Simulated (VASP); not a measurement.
A run of VASP 6.6.1:

Contents of POSCAR:

```
KCl
1.0
    0.0000000000      3.1448471320      3.1448471320
    3.1448471320      0.0000000000      3.1448471320
    3.1448471320      3.1448471320      0.0000000000
K Cl
1 1
Direct
    0.0000000000      0.0000000000      0.0000000000
    0.5000000000      0.5000000000      0.5000000000
```

Contents of INCAR.step1:

```
PREC     = Accurate       # precision mode
ENCUT    = 520            # plane-wave cutoff, eV
EDIFF    = 1E-5           # SCF threshold, eV
ISMEAR   = 0              # smearing method
SIGMA    = 0.01           # smearing width, eV
LREAL    = F              # projectors in reciprocal space
LASPH    = T              # aspherical terms in the spheres
NELM     = 80             # most SCF steps
ALGO     = Normal         # electronic algorithm
ISIF     = 2              # what is computed and relaxed
LWAVE    = T              # write WAVECAR
NBANDS   = 15             # bands
GGA      = PE             # functional
```

The input INCAR.step2:

```
PREC     = Accurate       # precision mode
ENCUT    = 520            # plane-wave cutoff, eV
EDIFF    = 1E-6           # SCF threshold, eV
ISMEAR   = 0              # smearing method
SIGMA    = 0.01           # smearing width, eV
LREAL    = F              # projectors in reciprocal space
LASPH    = T              # aspherical terms in the spheres
NELM     = 80             # most SCF steps
ALGO     = Normal         # electronic algorithm
ISIF     = 2              # what is computed and relaxed
LWAVE    = F              # write WAVECAR
LCHARG   = T              # write CHGCAR
GGA      = PE             # functional
LHFCALC  = T              # exact exchange
AEXX     = 0.75           # exact-exchange fraction
HFSCREEN = 0.5            # screening, 1/A
PRECFOCK = Normal       
LELF     = T              # ELF
LVHAR    = T            
NBANDS   = 15             # bands
ISTART   = 1
```

File KPOINTS:

```
Automatic mesh
0
Gamma
  4 4 4
```

Potentials or basis: VASP PAW PBE potentials, release 64 (K_sv, Cl).

Command:

```console
$ cat potpaw_PBE.64/K_sv/POTCAR potpaw_PBE.64/Cl/POTCAR > POTCAR
$ cp INCAR.step1 INCAR
$ mpirun -np 1 vasp_std > vasp.out
$ cp INCAR.step2 INCAR
$ mpirun -np 1 vasp_std > vasp.out
```

Hardware: 1 thread of Oxide Virtual Turin-like Processor, with other jobs on the host.

**Question.** How long does it take, and how much memory?

**Answer.** Wall time 13 min on 1 thread of Oxide Virtual Turin-like Processor, with other jobs on the host, peak memory 0.28 GiB. Counts: k points 8.
